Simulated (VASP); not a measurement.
# PbSe (F-43m) in VASP: notebook

Runs on PbSe. Level: PBEsol. Tasks: vibrations by perturbation theory.

Program: VASP 6.6.1. These are calculated values, not measurements. Logs are shortened: lines on timing, memory, paths and dates and some standing lists are left out, and cuts for length are marked.

### Step 1. The cell of the first run

Symmetry: F-43m, No. 216, cubic system. Conventional cell: a = 6.784 Å, b = 6.784 Å, c = 6.784 Å, α = 90.00°, β = 90.00°, γ = 90.00°. Pb (site symmetry -43m) has 4 Se at 2.94 Å within 3.9 Å. Se (site symmetry -43m) has 4 Pb at 2.94 Å within 3.9 Å.

### Step 2. Vibrations by perturbation theory, PBEsol (phonons by finite displacements)

INCAR reads:

```
PREC     = Accurate       # precision mode
ENCUT    = 520            # plane-wave cutoff, eV
EDIFF    = 1E-8           # SCF threshold, eV
ISMEAR   = 0              # smearing method
SIGMA    = 0.05           # smearing width, eV
LREAL    = False          # projectors in reciprocal space
LASPH    = True           # aspherical terms in the spheres
NELM     = 60             # most SCF steps
ALGO     = Normal         # electronic algorithm
ISIF     = 2              # what is computed and relaxed
LWAVE    = False          # write WAVECAR
LCHARG   = False          # write CHGCAR
GGA      = PS             # functional
NBANDS   = 17             # bands
IBRION   = 8              # ionic algorithm
NSW      = 1              # ionic steps
```

KPOINTS reads:

```
regular mesh
0
Gamma
  6 6 6
```

POSCAR reads:

```
PbSe
1.0
    0.0000000000      3.3922443960      3.3922443960
    3.3922443960      0.0000000000      3.3922443960
    3.3922443960      3.3922443960      0.0000000000
Pb Se
1 1
Direct
    0.0000000000      0.0000000000      0.0000000000
    0.2500000000      0.2500000000      0.2500000000
```

Potentials or basis: VASP PAW PBE potentials, release 64 (Pb_d, Se).

On the command line:

```sh
cat potpaw_PBE.64/Pb_d/POTCAR potpaw_PBE.64/Se/POTCAR > POTCAR
mpirun -np 1 vasp_std > vasp.out
```

OUTCAR:

```text
PREC = Accurate
   ENCUT = 520
   EDIFF = 1E-8
   ISMEAR = 0
   LREAL = False
   LASPH = True
   NELM = 60
   ISIF = 2
   GGA = PS
   IBRION = 8
   NSW = 1

 ion  position               nearest neighbor table
   1  0.000  0.000  0.000-   2 2.94   2 2.94   2 2.94   2 2.94
   2  0.250  0.250  0.250-   1 2.94   1 2.94   1 2.94   1 2.94

  LATTYP: Found a face centered cubic cell.
 ALAT       =     6.7844887920

  Lattice vectors:

 A1 = (   0.0000000000,   3.3922443960,   3.3922443960)
 A2 = (   3.3922443960,   0.0000000000,   3.3922443960)
 A3 = (   3.3922443960,   3.3922443960,   0.0000000000)

Analysis of symmetry for initial positions (statically):
=====================================================================
 Subroutine PRICEL returns:
 Original cell was already a primitive cell.

 Routine SETGRP: Setting up the symmetry group for a
 face centered cubic supercell.

 Subroutine GETGRP returns: Found 24 space group operations
 (whereof 24 operations were pure point group operations)
 out of a pool of 48 trial point group operations.

The static configuration has the point symmetry T_d .

Analysis of symmetry for dynamics (positions and initial velocities):
=====================================================================
 Subroutine PRICEL returns:
 Original cell was already a primitive cell.

 Routine SETGRP: Setting up the symmetry group for a
 face centered cubic supercell.

 Subroutine GETGRP returns: Found 24 space group operations
 (whereof 24 operations were pure point group operations)
 out of a pool of 48 trial point group operations.

The dynamic configuration has the point symmetry T_d .

 Subroutine INISYM returns: Found 24 space group operations
 (whereof 24 operations are pure point group operations),
 and found     1 'primitive' translations

----------------------------------------------------------------------------------------

                                     Primitive cell

  volume of cell :      78.0713

  direct lattice vectors                    reciprocal lattice vectors
     0.000000000  3.392244396  3.392244396    -0.147395040  0.147395040  0.147395040
     3.392244396  0.000000000  3.392244396     0.147395040 -0.147395040  0.147395040
     3.392244396  3.392244396  0.000000000     0.147395040  0.147395040 -0.147395040

  length of vectors
     4.797358032  4.797358032  4.797358032     0.255295699  0.255295699  0.255295699

  position of ions in fractional coordinates (direct lattice)
     0.000000000  0.000000000  0.000000000
     0.250000000  0.250000000  0.250000000

  ion indices of the primitive-cell ions
   primitive index   ion index
                 1           1
                 2           2

----------------------------------------------------------------------------------------

 KPOINTS: regular mesh

Automatic generation of k-mesh.
 Grid dimensions read from file:
 generate k-points for:    6    6    6

 Generating k-lattice:

  Cartesian coordinates                     Fractional coordinates (reciprocal lattice)
    -0.024565840  0.024565840  0.024565840     0.166666667  0.000000000  0.000000000
     0.024565840 -0.024565840  0.024565840     0.000000000  0.166666667  0.000000000
     0.024565840  0.024565840 -0.024565840     0.000000000  0.000000000  0.166666667

  Length of vectors
     0.042549283  0.042549283  0.042549283

  Shift w.r.t. Gamma in fractional coordinates (k-lattice)
     0.000000000  0.000000000  0.000000000
[... 62 lines left out ...]
     AMIX_MAG =   1.60;   BMIX_MAG =  1.00
  volume/ion in A,a.u.               =      39.04       263.43
  Fermi-wavevector in a.u.,A,eV,Ry     =   1.039731  1.964807 14.708452  1.081041
  Thomas-Fermi vector in A             =   2.174275
   LORBIT       =      0    0 simple, 1 ext, 2 COOP (PROOUT), +10 PAW based schemes
   GGA     = PS    functional components
   LHFCALC =     F    Hartree Fock is set to
   AEXX    =    0.0000 exact exchange contribution
   IVDW    =     0    specifies the selected vdW correction
   LEPSILON=     F    determine dielectric tensor
   LRPA    =     F    only Hartree local field effects (RPA)
 non-spin polarized calculation
 Gauss-broadening in eV      SIGMA  =   0.05
  energy-cutoff  :      520.00
  volume of cell :       78.07
 maximum number of plane-waves:      2126
   NGX = 17   NGY = 17   NGZ = 17

--------------------------------------- Ionic step        1  -------------------------------------------

 number of electron      20.0000005 magnetization

 Free energy of the ion-electron system (eV)
  ---------------------------------------------------
  ext. energy  EPLUGINS =         0.00000000
  ---------------------------------------------------
  free energy    TOTEN  =        -8.38771562 eV

  energy without entropy =       -8.38771562  energy(sigma->0) =       -8.38771562

 E-fermi :   2.5643     XC(G=0):  -8.0446

 val. band max:        2.3222887938   @ k =  -0.3333   0.5000   0.1667
 cond. band min:       2.9364998970   @ k =   0.5000   0.5000   0.0000
 fundamental gap:      0.6142111032
 Fermi energy:         2.5643430739

 k-point     1 :       0.0000    0.0000    0.0000
  band No.  band energies     occupation
      1     -14.3084      2.00000
      2     -14.3084      2.00000
      3     -14.3084      2.00000
      4     -14.2709      2.00000
      5     -14.2709      2.00000
      6     -10.5255      2.00000
[... 299 lines left out ...]
      6      -9.6232      2.00000
[... 9 lines left out ...]
     16      11.7625      0.00000
     17      11.7654      0.00000

------------------------ aborting loop because EDIFF is reached ----------------------------------------

  FORCE on cell =-STRESS in cart. coord.  units (eV):
  Direction    XX          YY          ZZ          XY          YZ          ZX
  --------------------------------------------------------------------------------------
  -------------------------------------------------------------------------------------
  Total       -0.0024618     -0.0024618     -0.0024618      0.0000000      0.0000000     -0.0000000
  in kB       -0.0505210     -0.0505210     -0.0505210      0.0000000      0.0000000     -0.0000000
  external PRESSURE =      -0.0505210 kB  Pullay stress =       0.0000000 kB

 VOLUME and BASIS-vectors are now :
 -----------------------------------------------------------------------------
  energy-cutoff  :      520.00
  volume of cell :       78.07
      direct lattice vectors                 reciprocal lattice vectors
     0.000000000  3.392244396  3.392244396    -0.147395040  0.147395040  0.147395040
     3.392244396  0.000000000  3.392244396     0.147395040 -0.147395040  0.147395040
     3.392244396  3.392244396  0.000000000     0.147395040  0.147395040 -0.147395040

 POSITION                                       TOTAL-FORCE (eV/Angst)
 -----------------------------------------------------------------------------------
      0.00000      0.00000      0.00000         0.000000      0.000000      0.000000
      1.69612      1.69612      1.69612        -0.000000     -0.000000     -0.000000
 -----------------------------------------------------------------------------------
    total drift:                                0.000000      0.000000      0.000000

  FREE ENERGIE OF THE ION-ELECTRON SYSTEM (eV)
  ---------------------------------------------------
  free  energy   TOTEN  =        -8.3877156171 eV

  energy  without entropy=       -8.3877156171  energy(sigma->0) =       -8.38771562

[... ionic steps 2 to 3 ...]

--------------------------------------- Ionic step        4  -------------------------------------------

------------------------ aborting loop because EDIFF is reached ----------------------------------------

[... ionic steps 5 to 6 ...]

--------------------------------------- Ionic step        7  -------------------------------------------

 Free energy of the ion-electron system (eV)
  ---------------------------------------------------
  ---------------------------------------------------
  free energy    TOTEN  =        -0.08687950 eV

  energy without entropy =       -0.08687950

------------------------ aborting loop because EDIFF is reached ----------------------------------------

 INTERNAL STRAIN TENSOR  FOR ION    2  DIRECTION 1   (eV/Angst):
 -----------------------------------------------------------------------------
     0.01582  0.00000  0.00000
     0.00000 -0.00719 -4.56853
     0.00000 -4.56853 -0.00719

 INTERNAL STRAIN TENSOR FOR ION    2 for displacements in x,y,z  (eV/Angst):
          X           Y           Z          XY          YZ          ZX
  --------------------------------------------------------------------------------
  x     0.00000     0.00000     0.00000     0.00000    -4.56853     0.00000
  y     0.00000     0.00000     0.00000     0.00000     0.00000    -4.56853
  z     0.00000     0.00000     0.00000    -4.56853     0.00000     0.00000

 SECOND DERIVATIVES (NOT SYMMETRIZED)
 ------------------------------------
               1X          1Y          1Z          2X          2Y          2Z
  1X    -3.246836    0.000000    0.000000    3.246836    0.000000    0.000000
  1Y     0.000000   -3.246836    0.000000    0.000000    3.246836    0.000000
  1Z     0.000000    0.000000   -3.246836    0.000000    0.000000    3.246836
  2X     3.237931    0.000000    0.000000   -3.237931    0.000000    0.000000
  2Y     0.000000    3.237931    0.000000    0.000000   -3.237931    0.000000
  2Z     0.000000    0.000000    3.237931    0.000000    0.000000   -3.237931

 Eigenvectors and eigenvalues of the dynamical matrix
 ----------------------------------------------------

   1 f  =    3.721820 THz    23.384883 2PiTHz  124.146543 cm-1    15.392203 meV
             X         Y         Z           dx          dy          dz
      0.000000  0.000000  0.000000     0.525812   -0.000000   -0.000000
      1.696122  1.696122  1.696122    -0.850601    0.000000   -0.000000
[... 21 lines left out ...]
   6 f/i=    0.002286 THz     0.014363 2PiTHz    0.076249 cm-1     0.009454 meV
             X         Y         Z           dx          dy          dz
      0.000000  0.000000  0.000000    -0.438492    0.698775    0.207268
      1.696122  1.696122  1.696122    -0.271061    0.431959    0.128126

--------------------------------------------------------------------------------------------------------

 ELASTIC MODULI CONTR FROM IONIC RELAXATION (kBar)
 Direction    XX          YY          ZZ          XY          YZ          ZX
 --------------------------------------------------------------------------------
 XX          -0.0000      0.0000      0.0000     -0.0000      0.0000     -0.0000
 YY           0.0000     -0.0000      0.0000     -0.0000     -0.0000      0.0000
 ZZ           0.0000      0.0000     -0.0000      0.0000     -0.0000     -0.0000
 XY          -0.0000     -0.0000      0.0000   -135.6913      0.0000      0.0000
 YZ           0.0000     -0.0000     -0.0000      0.0000   -135.6913      0.0000
 ZX          -0.0000      0.0000     -0.0000      0.0000      0.0000   -135.6913
 --------------------------------------------------------------------------------
```

It took 5.2 min on 1 thread of Intel Xeon Platinum 8175M at 2.50GHz (Skylake/Cascade Lake), shared host; peak memory 0.33 GiB.

What came out:

```
Highest phonon frequency at Γ, LO-TO splitting left out : 124 cm⁻¹
```

Phonon frequencies in cm⁻¹ (negative: imaginary):
```csv
q point,frequencies
"(0.000, 0.000, 0.000)",0 0 0 124 124 124
```

Caveat: the cell differs from its parent crystal (phonons by finite displacements); the PAW data sets were made with another functional, which shifts forces and pressure a little; spin-orbit coupling is left out, which moves the levels of the heavy elements.

### Step 3. Vibrations by perturbation theory, PBEsol

INCAR reads:

```
PREC = Accurate
ENCUT = 520
EDIFF = 1E-8
ISMEAR = 0
SIGMA = 0.01
LREAL = F
LASPH = T
NELM = 100
ALGO = Normal
ISIF = 2
LWAVE = F
LCHARG = T
GGA = PS
NBANDS = 17
IBRION = 8
NSW = 1
LEPSILON = T
```

KPOINTS reads:

```
regular mesh
0
Gamma
  8 8 8
```

POSCAR is that of step 2.

Potentials or basis: VASP PAW PBE potentials, release 64 (Pb_d, Se).

On the command line:

```sh
cat potpaw_PBE.64/Pb_d/POTCAR potpaw_PBE.64/Se/POTCAR > POTCAR
mpirun -np 1 vasp_std > vasp.out
```

OUTCAR:

```text
PREC = Accurate
   ENCUT = 520
   EDIFF = 1E-8
   ISMEAR = 0
   LREAL = F
   LASPH = T
   NELM = 100
   ISIF = 2
   GGA = PS
   IBRION = 8
   NSW = 1
   LEPSILON = T

 ion  position               nearest neighbor table
   1  0.000  0.000  0.000-   2 2.94   2 2.94   2 2.94   2 2.94
   2  0.250  0.250  0.250-   1 2.94   1 2.94   1 2.94   1 2.94

  LATTYP: Found a face centered cubic cell.
 ALAT       =     6.7844887920

  Lattice vectors:

 A1 = (   0.0000000000,   3.3922443960,   3.3922443960)
 A2 = (   3.3922443960,   0.0000000000,   3.3922443960)
 A3 = (   3.3922443960,   3.3922443960,   0.0000000000)

Analysis of symmetry for initial positions (statically):
=====================================================================
 Subroutine PRICEL returns:
 Original cell was already a primitive cell.

[... 778 lines left out ...]
  z    -0.00000    -0.00000    -0.00000    -4.57388     0.00000     0.00000

 SECOND DERIVATIVES (NOT SYMMETRIZED)
 ------------------------------------
               1X          1Y          1Z          2X          2Y          2Z
  1X    -3.227737    0.000000    0.000000    3.227737    0.000000    0.000000
  1Y     0.000000   -3.227737    0.000000    0.000000    3.227737    0.000000
  1Z     0.000000    0.000000   -3.227737    0.000000    0.000000    3.227737
  2X     3.218844    0.000000    0.000000   -3.218844    0.000000    0.000000
  2Y     0.000000    3.218844    0.000000    0.000000   -3.218844    0.000000
  2Z     0.000000    0.000000    3.218844    0.000000    0.000000   -3.218844

 Eigenvectors and eigenvalues of the dynamical matrix
 ----------------------------------------------------

   1 f  =    3.710840 THz    23.315897 2PiTHz  123.780305 cm-1    15.346795 meV
             X         Y         Z           dx          dy          dz
      0.000000  0.000000  0.000000     0.000000   -0.525815   -0.000000
      1.696122  1.696122  1.696122    -0.000000    0.850599    0.000000
[... 21 lines left out ...]
   6 f/i=    0.002290 THz     0.014386 2PiTHz    0.076371 cm-1     0.009469 meV
             X         Y         Z           dx          dy          dz
      0.000000  0.000000  0.000000     0.000000    0.000000    0.850599
      1.696122  1.696122  1.696122     0.000000    0.000000    0.525815

--------------------------------------------------------------------------------------------------------

 MACROSCOPIC STATIC DIELECTRIC TENSOR IONIC CONTRIBUTION
 ------------------------------------------------------
           3.466821    -0.000000     0.000000
          -0.000000     3.466821     0.000000
           0.000000     0.000000     3.466821
 ------------------------------------------------------

 ELASTIC MODULI CONTR FROM IONIC RELAXATION (kBar)
 Direction    XX          YY          ZZ          XY          YZ          ZX
 --------------------------------------------------------------------------------
 XX          -0.0000     -0.0000     -0.0000     -0.0000     -0.0000     -0.0000
 YY          -0.0000     -0.0000     -0.0000     -0.0000     -0.0000     -0.0000
 ZZ          -0.0000     -0.0000     -0.0000     -0.0000     -0.0000     -0.0000
 XY          -0.0000     -0.0000     -0.0000   -136.9084     -0.0000      0.0000
 YZ          -0.0000     -0.0000     -0.0000     -0.0000   -136.9084      0.0000
 ZX          -0.0000     -0.0000     -0.0000      0.0000      0.0000   -136.9084
 --------------------------------------------------------------------------------

 PIEZOELECTRIC TENSOR IONIC CONTR  for field in x, y, z        (C/m^2)
          XX          YY          ZZ          XY          YZ          ZX
  --------------------------------------------------------------------------------
  x     0.00000     0.00000     0.00000     0.00000     0.64827    -0.00000
  y     0.00000     0.00000     0.00000    -0.00000    -0.00000     0.64827
  z     0.00000     0.00000     0.00000     0.64827     0.00000     0.00000
```

stdout:

```text
POSCAR found type information on POSCAR PbSe
 POSCAR found :  2 types and       2 ions
 scaLAPACK will be used
 -----------------------------------------------------------------------------
|                                                                             |
|                                                                             |
|     You enforced a specific xc type in the INCAR file but a different       |
[... 39 lines left out ...]
 force on displaced ion       1 direction 1 :  -3.228   0.000   0.000
 Born effective charge ion    1 direction 1 :   2.192   0.000   0.000
 Linear response progress:
 first order change of Fermi-energy  -0.16211E-03
 force on displaced ion       2 direction 1 :  -3.219  -0.000  -0.000
 Born effective charge ion    2 direction 1 :  -2.193   0.000   0.000
 Born effective charges drift removed
 Linear response finished
```

It took 30 min on 1 thread of Intel Xeon Platinum 8175M at 2.50GHz (Skylake/Cascade Lake), shared host; peak memory 0.48 GiB.

Results:

* Electronic dielectric tensor (diagonal): 8.55
* Born charges (mean of the diagonal): Pb +2.20; Se -2.20 e
* Highest phonon frequency at Γ, LO-TO splitting left out: 124 cm⁻¹

Phonon frequencies in cm⁻¹ (negative: imaginary):
```
              q point        frequencies
(0.000, 0.000, 0.000)  0 0 0 124 124 124
```

Electronic dielectric tensor:
```
8.55 0.00 0.00
0.00 8.55 0.00
0.00 0.00 8.55
```

Born effective charge tensors (e):
atom 1, Pb
```
2.20 0.00 0.00
0.00 2.20 0.00
0.00 0.00 2.20
```
atom 2, Se
```
-2.20  0.00  0.00
 0.00 -2.20  0.00
 0.00  0.00 -2.20
```

Caveat: the PAW data sets were made with another functional, which shifts forces and pressure a little; spin-orbit coupling is left out, which moves the levels of the heavy elements.
